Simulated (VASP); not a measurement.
Runs of VASP 6.6.1 on PbF2. The structure is that of space group Fm-3m (No. 225), or close to it. The cells are those of the table. 

```tsv
task	cell	cutoff (eV)	gap on the mesh (eV)	pressure (GPa)
single point	a = 4.040 Å, angles 60.0°, 3 atoms	520	4.36	11.9
single point	a = 4.086 Å, angles 60.0°, 3 atoms	520	4.39	8.1
relaxation of cell and atoms	relaxed from a = 4.191 Å, angles 60.0°, 3 atoms	600	4.42	0.0
single point	a = 4.258 Å, angles 60.0°, 3 atoms	520	4.42	-2.1
single point	a = 4.130 Å, angles 60.0°, 3 atoms	520	(b)	(a)
```

Alike in all rows: level PBE+D3(BJ); potentials or basis VASP PAW PBE potentials, release 64 (Pb_d, F); no spin polarisation; k mesh 8 × 8 × 8; smearing gaussian 0.02 eV.

**Question.** Estimate the missing entries.

**Answer.** (a) 4.8; (b) 4.40.

Caveats: spin-orbit coupling is left out, which moves the levels of the heavy elements; the cell stands under pressure (at least some runs).

A k mesh can miss the band edges, and the runs leave out spin-orbit coupling on Pb.
